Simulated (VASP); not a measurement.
# Pt (Im-3m) in VASP: further runs

The runs below take Pt through single point, with LDA.

Everything below comes from runs of VASP 6.6.1. Logs are shortened: lines on timing, memory, paths and dates and some standing lists are left out, and cuts for length are marked.

## 1. The cell of the first run

The structure is cubic, space group Im-3m (No. 229). Conventional cell: a = 3.189 Å, b = 3.189 Å, c = 3.189 Å, α = 90.00°, β = 90.00°, γ = 90.00°. Pt (site symmetry m-3m) has 14 Pt at 2.76 to 3.19 Å within 3.6 Å.

## 2. Single point, LDA (volume scaled by 1.02)

File INCAR:

```
SYSTEM = Pt
  ALGO = Normal
  EDIFF = 1E-6
  ENCUT = 520
  ISIF = 2
  ISMEAR = -1
  LASPH = .TRUE.
  LCHARG = .FALSE.
  LREAL = .FALSE.
  LWAVE = .FALSE.
  NBANDS = 11
  NELM = 60
  PREC = Accurate
  SIGMA = 0.05
```

File KPOINTS:

```
k-points
0
G
  12 12 12
  0 0 0
```

File POSCAR:

```
Pt
1.0
   -1.5947118289      1.5947118289      1.5947118289
    1.5947118289     -1.5947118289      1.5947118289
    1.5947118289      1.5947118289     -1.5947118289
Pt
1
Direct
    0.0000000000      0.0000000000      0.0000000000
```

Potentials or basis: VASP PAW LDA potentials, release 64 (Pt).

The run is started by

```console
cat potpaw_LDA.64/Pt/POTCAR > POTCAR
mpirun -np 1 vasp_std > vasp.out
```

OUTCAR:

```text
SYSTEM = Pt
   EDIFF = 1E-6
   ENCUT = 520
   ISIF = 2
   ISMEAR = -1
   LASPH = .TRUE.
   LREAL = .FALSE.
   NELM = 60
   PREC = Accurate

 ion  position               nearest neighbor table
   1  0.000  0.000  0.000-

  LATTYP: Found a body centered cubic cell.
 ALAT       =     3.1894236578

  Lattice vectors:

 A1 = (  -1.5947118289,   1.5947118289,   1.5947118289)
 A2 = (   1.5947118289,  -1.5947118289,   1.5947118289)
 A3 = (   1.5947118289,   1.5947118289,  -1.5947118289)

Analysis of symmetry for initial positions (statically):
=====================================================================
 Subroutine PRICEL returns:
 Original cell was already a primitive cell.

 Routine SETGRP: Setting up the symmetry group for a
 body centered cubic supercell.

 Subroutine GETGRP returns: Found 48 space group operations
[... 9 lines left out ...]

 Routine SETGRP: Setting up the symmetry group for a
 body centered cubic supercell.

 Subroutine GETGRP returns: Found 48 space group operations
[... 11 lines left out ...]
                                     Primitive cell

  volume of cell :      16.2221

  direct lattice vectors                    reciprocal lattice vectors
    -1.594711829  1.594711829  1.594711829     0.000000000  0.313536271  0.313536271
     1.594711829 -1.594711829  1.594711829     0.313536271  0.000000000  0.313536271
     1.594711829  1.594711829 -1.594711829     0.313536271  0.313536271  0.000000000

  length of vectors
     2.762121911  2.762121911  2.762121911     0.443407247  0.443407247  0.443407247

  position of ions in fractional coordinates (direct lattice)
     0.000000000  0.000000000  0.000000000

  ion indices of the primitive-cell ions
   primitive index   ion index
                 1           1

----------------------------------------------------------------------------------------

 KPOINTS: k-points

Automatic generation of k-mesh.
 Grid dimensions read from file:
 generate k-points for:   12   12   12

 Generating k-lattice:

  Cartesian coordinates                     Fractional coordinates (reciprocal lattice)
     0.000000000  0.026128023  0.026128023     0.083333333  0.000000000  0.000000000
     0.026128023  0.000000000  0.026128023     0.000000000  0.083333333  0.000000000
     0.026128023  0.026128023  0.000000000     0.000000000  0.000000000  0.083333333

  Length of vectors
     0.036950604  0.036950604  0.036950604

  Shift w.r.t. Gamma in fractional coordinates (k-lattice)
     0.000000000  0.000000000  0.000000000
[... 50 lines left out ...]
   NELM   =     60;   NELMIN=  2; NELMDL= -5     # of ELM steps
   EDIFF  = 0.1E-05   stopping-criterion for ELM
   LREAL  =      F    real-space projection
   EDIFFG = 0.1E-04   stopping-criterion for IOM
   NSW    =      0    number of steps for IOM
   IBRION =     -1    ionic relax: 0-MD 1-quasi-New 2-CG
   NFREE  =      0    steps in history (QN), initial steepest desc. (CG)
   ISIF   =      2    stress and relaxation
   ISYM   =      2    0-nonsym 1-usesym 2-fastsym
   POTIM  = 0.5000    time-step for ionic-motion
   TEBEG  =    0.0;   TEEND  =   0.0 temperature during run
   PSTRESS=    0.0 pullay stress
   NELECT =      10.0000    total number of electrons
   NUPDOWN=      -1.0000    fix difference up-down
   EMIN   =  10.00;   EMAX   =-10.00  energy-range for DOS
   EFERMI =   0.00;   METHOD = LEGACY
   ISMEAR =    -1;   SIGMA  =   0.05  broadening in eV -4-tet -1-fermi 0-gaus
   EFERMI_NEDOS =   21; number of points for ismear=-14 and -15
   IALGO  =     38    algorithm
   IMIX   =      4    mixing-type and parameters
     AMIX     =   0.40;   BMIX     =  1.00
     AMIX_MAG =   1.60;   BMIX_MAG =  1.00
  volume/ion in A,a.u.               =      16.22       109.47
  Fermi-wavevector in a.u.,A,eV,Ry     =   1.393283  2.632923 26.412133  1.941237
  Thomas-Fermi vector in A             =   2.516944
   LORBIT       =      0    0 simple, 1 ext, 2 COOP (PROOUT), +10 PAW based schemes
   GGA     = CA    functional components
   LHFCALC =     F    Hartree Fock is set to
   AEXX    =    0.0000 exact exchange contribution
   IVDW    =     0    specifies the selected vdW correction
   LEPSILON=     F    determine dielectric tensor
   LRPA    =     F    only Hartree local field effects (RPA)
 non-spin polarized calculation
  energy-cutoff  :      520.00
  volume of cell :       16.22
 maximum number of plane-waves:       466
 NGX is ok and might be reduce to    24
   NGX = 11   NGY = 11   NGZ = 11

 number of electron      10.0000000 magnetization

 number of electron       9.9999999 magnetization

 Free energy of the ion-electron system (eV)
  ---------------------------------------------------
  ext. energy  EPLUGINS =         0.00000000
  ---------------------------------------------------
  free energy    TOTEN  =        -7.32386518 eV

  energy without entropy =       -7.31712915  energy(sigma->0) =       -7.32049716

 E-fermi :   9.5165     XC(G=0): -13.2630

 val. band max:        9.4561593145   @ k =   0.5000   0.5000   0.4167
 cond. band min:       9.5440538581   @ k =  -0.4167  -0.4167   0.1667
 fundamental gap:      0.0878945437
 Fermi energy:         9.5165109610

 k-point     1 :       0.0000    0.0000    0.0000
  band No.  band energies     occupation
      1       0.3295      2.00000
      2       6.2151      2.00000
      3       6.2151      2.00000
      4       6.2151      2.00000
      5       8.6574      2.00000
      6       8.6574      2.00000
      7      26.6579      0.00000
      8      26.6579      0.00000
      9      26.6579      0.00000
     10      36.4307      0.00000
     11      36.4375      0.00000
[... 309 lines left out ...]
 k-point    24 :       0.4167    0.0833    0.0833
  band No.  band energies     occupation
      1       3.7045      2.00000
      2       4.8534      2.00000
      3       8.0613      2.00000
      4       8.5968      2.00000
      5       8.9758      1.99996
      6      12.8972      0.00000
      7      15.3056      0.00000
      8      22.6656      0.00000
      9      23.2438      0.00000
     10      33.3556      0.00000
     11      33.9546      0.00000

 [... further k-points ...]
[... 5 lines left out ...]
  --------------------------------------------------------------------------------------
  -------------------------------------------------------------------------------------
  Total       -1.9744531     -1.9744531     -1.9744531     -0.0000000      0.0000000      0.0000000
  in kB     -195.0072505   -195.0072505   -195.0072505     -0.0000000      0.0000000      0.0000000
  external PRESSURE =    -195.0072505 kB  Pullay stress =       0.0000000 kB

 VOLUME and BASIS-vectors are now :
 -----------------------------------------------------------------------------
  energy-cutoff  :      520.00
  volume of cell :       16.22
      direct lattice vectors                 reciprocal lattice vectors
    -1.594711829  1.594711829  1.594711829     0.000000000  0.313536271  0.313536271
     1.594711829 -1.594711829  1.594711829     0.313536271  0.000000000  0.313536271
     1.594711829  1.594711829 -1.594711829     0.313536271  0.313536271  0.000000000

 POSITION                                       TOTAL-FORCE (eV/Angst)
 -----------------------------------------------------------------------------------
      0.00000      0.00000      0.00000         0.000000      0.000000     -0.000000
 -----------------------------------------------------------------------------------
    total drift:                               -0.000000      0.000000      0.000000

  FREE ENERGIE OF THE ION-ELECTRON SYSTEM (eV)
  ---------------------------------------------------
  free  energy   TOTEN  =        -7.3238651762 eV

  energy  without entropy=       -7.3171291473  energy(sigma->0) =       -7.32049716
```

OSZICAR:

```text
N       E                     dE             d eps       ncg     rms          rms(c)
DAV:   1     0.399070557201E+02    0.39907E+02   -0.52421E+03  1608   0.833E+02
DAV:   2    -0.706668084444E+01   -0.46974E+02   -0.44863E+02  1800   0.176E+02
DAV:   3    -0.774824013512E+01   -0.68156E+00   -0.67593E+00  1830   0.203E+01
DAV:   4    -0.775096690603E+01   -0.27268E-02   -0.27265E-02  1818   0.151E+00
DAV:   5    -0.775098924820E+01   -0.22342E-04   -0.22341E-04  1853   0.130E-01    0.104E+01
DAV:   6    -0.735891442240E+01    0.39207E+00   -0.10183E+00  1683   0.761E+00    0.528E+00
DAV:   7    -0.732774224031E+01    0.31172E-01   -0.97233E-02  1812   0.228E+00    0.236E+00
DAV:   8    -0.732397415603E+01    0.37681E-02   -0.26374E-03  1722   0.488E-01    0.440E-01
DAV:   9    -0.732386270694E+01    0.11145E-03   -0.35237E-05  1815   0.540E-02    0.104E-02
DAV:  10    -0.732386516457E+01   -0.24576E-05   -0.88967E-07  1739   0.632E-03    0.266E-03
DAV:  11    -0.732386517624E+01   -0.11671E-07   -0.40898E-08  1011   0.174E-03
   1 F= -.73238652E+01 E0= -.73204972E+01  d E =-.673603E-02
```

stdout:

```text
POSCAR found type information on POSCAR Pt
 POSCAR found :  1 types and       1 ions
 scaLAPACK will be used
 LDA part: xc-table for (Slater(with rela. corr.)+CA(PZ))
 , standard interpolation
 POSCAR, INCAR and KPOINTS ok, starting setup
 FFT: planning ... GRIDC
 FFT: planning ... GRID_SOFT
 FFT: planning ... GRID
 WAVECAR not read
 entering main loop
```

Wall time 7.4 s (1 thread of AMD EPYC 9R45 (Zen 5), shared host); peak memory 0.11 GiB.

What came out:

- Free energy: -7.3239 eV
- Pressure: -19.5 GPa
- Band gap on the k mesh: zero (band 5 reaches 10.54 eV, above the bottom of band 6 at 8.51 eV)

Caveat: spin-orbit coupling is left out, which moves the levels of the heavy elements.

## 3. Single point, LDA (volume scaled by 1.04)

File INCAR:

```
PREC = Accurate
ENCUT = 520
EDIFF = 1E-6
ISMEAR = -1
SIGMA = 0.05
LREAL = False
LASPH = True
NELM = 80
ALGO = Normal
ISIF = 2
LWAVE = False
LCHARG = True
LELF = True
LVHAR = True
NBANDS = 11
```

File KPOINTS:

```
Automatic mesh
0
Gamma
  12 12 12
```

File POSCAR:

```
Pt
1.0
   -1.6050673907      1.6050673907      1.6050673907
    1.6050673907     -1.6050673907      1.6050673907
    1.6050673907      1.6050673907     -1.6050673907
Pt
1
Direct
    0.0000000000      0.0000000000      0.0000000000
```

Potentials or basis: VASP PAW LDA potentials, release 64 (Pt).

The run is started by

```console
cat potpaw_LDA.64/Pt/POTCAR > POTCAR
mpirun -np 1 vasp_std > vasp.out
```

OUTCAR:

```text
PREC = Accurate
   ENCUT = 520
   EDIFF = 1E-6
   ISMEAR = -1
   LREAL = False
   LASPH = True
   NELM = 80
   ISIF = 2

 ion  position               nearest neighbor table
   1  0.000  0.000  0.000-

  LATTYP: Found a body centered cubic cell.
 ALAT       =     3.2101347814

  Lattice vectors:

 A1 = (  -1.6050673907,   1.6050673907,   1.6050673907)
 A2 = (   1.6050673907,  -1.6050673907,   1.6050673907)
 A3 = (   1.6050673907,   1.6050673907,  -1.6050673907)

Analysis of symmetry for initial positions (statically):
=====================================================================
 Subroutine PRICEL returns:
 Original cell was already a primitive cell.

 Routine SETGRP: Setting up the symmetry group for a
 body centered cubic supercell.

 Subroutine GETGRP returns: Found 48 space group operations
[... 9 lines left out ...]

 Routine SETGRP: Setting up the symmetry group for a
 body centered cubic supercell.

 Subroutine GETGRP returns: Found 48 space group operations
[... 11 lines left out ...]
                                     Primitive cell

  volume of cell :      16.5402

[... 133 lines left out ...]

 E-fermi :   9.1833     XC(G=0): -13.1525

 val. band max:        9.1217022643   @ k =   0.5000   0.5000   0.4167
 cond. band min:       9.2067273893   @ k =  -0.4167  -0.4167   0.1667
 fundamental gap:      0.0850251249
 Fermi energy:         9.1833458017

 k-point     1 :       0.0000    0.0000    0.0000
  band No.  band energies     occupation
      1       0.1863      2.00000
      2       5.9774      2.00000
      3       5.9774      2.00000
      4       5.9774      2.00000
      5       8.3508      2.00000
      6       8.3508      2.00000
      7      26.3199      0.00000
      8      26.3199      0.00000
      9      26.3199      0.00000
     10      35.7461      0.00000
     11      35.7712      0.00000
[... 309 lines left out ...]
 k-point    24 :       0.4167    0.0833    0.0833
  band No.  band energies     occupation
      1       3.5337      2.00000
      2       4.6581      2.00000
      3       7.7873      2.00000
      4       8.2878      2.00000
      5       8.6542      1.99995
      6      12.5157      0.00000
      7      14.8271      0.00000
      8      22.2777      0.00000
      9      22.7419      0.00000
     10      32.7989      0.00000
     11      33.5030      0.00000

 [... further k-points ...]
[... 5 lines left out ...]
  --------------------------------------------------------------------------------------
  -------------------------------------------------------------------------------------
  Total       -2.3626067     -2.3626067     -2.3626067     -0.0000000     -0.0000000      0.0000000
  in kB     -228.8559547   -228.8559547   -228.8559547     -0.0000000     -0.0000000      0.0000000
  external PRESSURE =    -228.8559547 kB  Pullay stress =       0.0000000 kB

 VOLUME and BASIS-vectors are now :
 -----------------------------------------------------------------------------
  energy-cutoff  :      520.00
  volume of cell :       16.54
      direct lattice vectors                 reciprocal lattice vectors
    -1.605067391  1.605067391  1.605067391     0.000000000  0.311513400  0.311513400
     1.605067391 -1.605067391  1.605067391     0.311513400  0.000000000  0.311513400
     1.605067391  1.605067391 -1.605067391     0.311513400  0.311513400  0.000000000

 POSITION                                       TOTAL-FORCE (eV/Angst)
 -----------------------------------------------------------------------------------
      0.00000      0.00000      0.00000         0.000000     -0.000000      0.000000
 -----------------------------------------------------------------------------------
    total drift:                               -0.000000      0.000000      0.000000

  FREE ENERGIE OF THE ION-ELECTRON SYSTEM (eV)
  ---------------------------------------------------
  free  energy   TOTEN  =        -7.2819729002 eV

  energy  without entropy=       -7.2749424127  energy(sigma->0) =       -7.27845766
```

Wall time 7.7 s (1 thread of AMD EPYC 9R45 (Zen 5), shared host); peak memory 0.11 GiB.

Results:

* Free energy: -7.2820 eV
* Pressure: -22.9 GPa
* Band gap on the k mesh: zero (band 5 reaches 10.16 eV, above the bottom of band 6 at 8.21 eV)

Levels at points of the mesh, in eV from the Fermi level:
```
           k point  band 2  band 3  band 4  band 5  band 6  band 7  band 8  band 9
(0.00, 0.00, 0.00)   -3.21   -3.21   -3.21   -0.83   -0.83   17.14   17.14   17.14
(0.50, 0.00, 0.00)   -4.53   -1.02   -0.54    0.47    1.01    5.96   13.28   15.45
(0.50, 0.50, 0.50)   -5.57    0.53    0.53    0.53    7.59    7.59    7.59   12.14
```

Caveat: spin-orbit coupling is left out, which moves the levels of the heavy elements.

## 4. Single point, LDA (volume scaled by 1.06)

File INCAR:

```
ALGO = Normal
EDIFF = 1E-6
ENCUT = 520
GGA = CA
ISIF = 2
ISMEAR = -1
LASPH = T
LCHARG = F
LREAL = F
LWAVE = F
NBANDS = 11
NELM = 80
PREC = Accurate
SIGMA = 0.05
```

File KPOINTS:

```
k-points
0
Gamma
  12 12 12
```

File POSCAR:

```
Pt
1.0
   -1.6152910255      1.6152910255      1.6152910255
    1.6152910255     -1.6152910255      1.6152910255
    1.6152910255      1.6152910255     -1.6152910255
Pt
1
Direct
    0.0000000000      0.0000000000      0.0000000000
```

The run is started by

```console
cat potpaw_LDA.64/Pt/POTCAR > POTCAR
mpirun -np 1 vasp_std > vasp.out
```

It took 7.2 s on 1 thread of AMD EPYC 9R45 (Zen 5), shared host; peak memory 0.1 GiB.

It converged, with:

```yaml
Free_energy: -7.2338 eV
Pressure: -25.8 GPa
Band_gap_on_the_k_mesh: zero (band 5 reaches 9.80 eV, above the bottom of band 6 at 7.92 eV)
```

Levels at points of the mesh, in eV from the Fermi level:
```
           k point  band 3  band 4  band 5  band 6  band 7  band 8
(0.00, 0.00, 0.00)   -3.12   -3.12   -0.81   -0.81   17.13   17.13
(0.50, 0.00, 0.00)   -1.00   -0.53    0.52    0.97    5.81   13.27
(0.50, 0.50, 0.50)    0.51    0.51    0.51    7.54    7.54    7.54
```

Caveat: spin-orbit coupling is left out, which moves the levels of the heavy elements.

## 5. Summary

```tsv
cell	gap on the mesh (eV)	pressure (GPa)
a = 2.762 Å, angles 109.5°, 1 atom	none	-19.5
a = 2.780 Å, angles 109.5°, 1 atom	none	-22.9
a = 2.798 Å, angles 109.5°, 1 atom	none	-25.8
```

Alike in all rows: task single point; level LDA; potentials or basis VASP PAW LDA potentials, release 64 (Pt); no spin polarisation; k mesh 12 × 12 × 12; cutoff (eV) 520; smearing fermi-dirac 0.05 eV.

Caveats: spin-orbit coupling is left out, which moves the levels of the heavy elements.

Absolute energies hang on the potentials; compare differences alone.
